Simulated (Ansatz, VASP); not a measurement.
## TaN: VASP beside Ansatz

The input INCAR:

```
ALGO = Normal
EDIFF = 1E-7
ENCUT = 520
GGA = PE
ISIF = 2
ISMEAR = -1
LASPH = True
LCHARG = True
LELF = True
LREAL = False
LVHAR = True
LWAVE = False
NBANDS = 33
NELM = 80
PREC = Accurate
SIGMA = 0.03
```

KPOINTS

```
k-points
0
Gamma
  5 5 8
```

POSCAR

```
TaN
1.0
    5.0791532447      0.0000000000      0.0000000000
   -2.5395766223      4.3986757396      0.0000000000
    0.0000000000      0.0000000000      2.8486364041
Ta N
3 3
Direct
    0.0000000000      0.0000000000      0.0000000000
    0.3333333333      0.6666666667      0.5000000000
    0.6666666667      0.3333333333      0.5000000000
    0.5000000000      0.0000000000      0.0000000000
    0.5000000000      0.5000000000      0.0000000000
    0.0000000000      0.5000000000      0.0000000000
```

Input for Ansatz:

```yaml
crystal:
  lattice:
    - [5.0791532447, 0.0, 0.0]
    - [-2.5395766223, 4.3986757396, 0.0]
    - [0.0, 0.0, 2.8486364041]
  atoms:
    - { symbol: Ta, position: [0.0, 0.0, 0.0] }
    - { symbol: Ta, position: [0.3333333333, 0.6666666667, 0.5] }
    - { symbol: Ta, position: [0.6666666667, 0.3333333333, 0.5] }
    - { symbol: "N", position: [0.5, 0.0, 0.0] }
    - { symbol: "N", position: [0.5, 0.5, 0.0] }
    - { symbol: "N", position: [0.0, 0.5, 0.0] }
kpoints:
  mp_grid: { grid: [5, 5, 8] }
  band_path:
    path:
      - [0.0, 0.0, 0.0]
      - [0.5, 0.0, 0.0]
      - [0.3333333333, 0.3333333333, 0.0]
      - [0.0, 0.0, 0.0]
      - [0.0, 0.0, 0.5]
      - [0.5, 0.0, 0.5]
      - [0.3333333333, 0.3333333333, 0.5]
      - [0.0, 0.0, 0.5]
      - [0.5, 0.0, 0.5]
    npoints: 5
scf:
  occupations: { method: fermi_dirac, width: 0.03 }
hamiltonian:
  xc: pbe
  pseudopotentials: { kind: all_electron, lapw: { basis_error: 0.0005 } }
output:
  forces: true
  stress: true
  eigenvalues: true
```

Change from the starting cell: volume scaled by 0.94.

Alike in both runs: task single point; functional PBE; k mesh 5 × 5 × 8; occupations fermi-dirac, width 0.03 eV; no spin polarisation.

|  | VASP | Ansatz |
| --- | --- | --- |
| version | VASP 6.6.1 | Ansatz 0.2.0 |
| potentials or method | VASP PAW PBE potentials, release 64 (Ta_pv, N), cutoff 520 eV | all-electron LAPW, scalar-relativistic |

Ansatz gave:

- pressure (GPa): 34.3
- traceless stress, the component that is largest in VASP (GPa): 6.23

Question: Which values does VASP return?

Answer: Pressure (GPa): 35.8; traceless stress, the component that is largest in VASP (GPa): 6.63.

Both programs put the cell under a high pressure, so it lies far from rest at this level. Ansatz ran all-electron here, and VASP with PAW potentials.

Neither program's run includes spin-orbit coupling.
